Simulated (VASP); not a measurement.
## Ta: relaxation of cell and atoms with PBEsol

Crystal: Ta.

```xyz
1
Lattice="-1.6513 1.6513 1.6513 1.6513 -1.6513 1.6513 1.6513 1.6513 -1.6513" Properties=species:S:1:pos:R:3 pbc="T T T"
Ta    0.0000    0.0000    0.0000
```

| Quantity | Value |
| --- | --- |
| Program | VASP 6.6.1 |
| Task | relaxation of cell and atoms |
| Functional | PBEsol |
| Potentials or basis | VASP PAW PBE potentials, release 64 (Ta_pv) |
| Cutoff | 600 eV |
| k mesh | 8 × 8 × 8 |
| Occupations | gaussian, width 0.1 eV |
| Spin | no spin polarisation |
| Target pressure | 50.2 GPa |
| Dipole correction | no |
| Further INCAR settings | ALGO = Normal; EDIFF = 1e-07; IBRION = 2; EDIFFG = -0.05; NSW = 80; ISIF = 3 |

```
Relaxed volume                                         : 14.87 Å³/atom
Relaxed cell                                           : a = 2.683 Å, b = 2.683 Å, c = 2.683 Å, α = 109.47°, β = 109.47°, γ = 109.47°
Space group after relaxing (to 0.05 Å)                 : Im-3m (No. 229)
Energy change on relaxing (the enthalpy is what falls) : +359.5 meV/atom
Ionic steps                                            : 5
Pressure after relaxing                                : 50.2 GPa
```

Step by step:
| step | energy change (eV) | largest force (eV/Å) | pressure (GPa) | volume (Å³) |
| --- | --- | --- | --- | --- |
| 1 | 0.0000 | 0.0000 | -5.68 | 18.01 |
| 2 | 26.9922 | 0.0000 | 1945.78 | 6.10 |
| 3 | 0.1669 | 0.0000 | 32.44 | 15.62 |
| 4 | 0.2324 | 0.0000 | 39.05 | 15.33 |
| 5 | 0.3595 | 0.0000 | 50.21 | 14.87 |

Final structure:
```
Ta
1.0
    -1.54912    1.54912    1.54912
     1.54912   -1.54912    1.54912
     1.54912    1.54912   -1.54912
Ta
1
Direct
  0.00000 0.00000 0.00000
```

Levels at points of the mesh, in eV from the Fermi level:
```csv
k point,band 1,band 2,band 3,band 4,band 5,band 6,band 7,band 8,band 9
"(0.00, 0.00, 0.00)",-32.09,-32.09,-32.09,-8.45,0.82,0.82,0.82,4.82,4.82
"(0.50, 0.00, 0.00)",-34.25,-32.77,-32.12,-5.19,-2.08,2.91,4.87,6.14,10.02
"(0.50, 0.50, 0.50)",-33.56,-33.56,-33.56,-4.97,-4.97,8.69,8.69,8.69,10.82
```

It took 15 s on 1 thread of Intel(R) Xeon(R) Platinum 8488C (Sapphire Rapids) (shared host), peak memory 0.17 GiB.

Caveat: the cell is relaxed towards a set pressure, so the enthalpy falls and the energy may rise; the volume moved by over 15 % at a fixed basis, so the end points are rough; the PAW data sets were made with another functional, which shifts forces and pressure a little; spin-orbit coupling is left out, which moves the levels of the heavy elements.
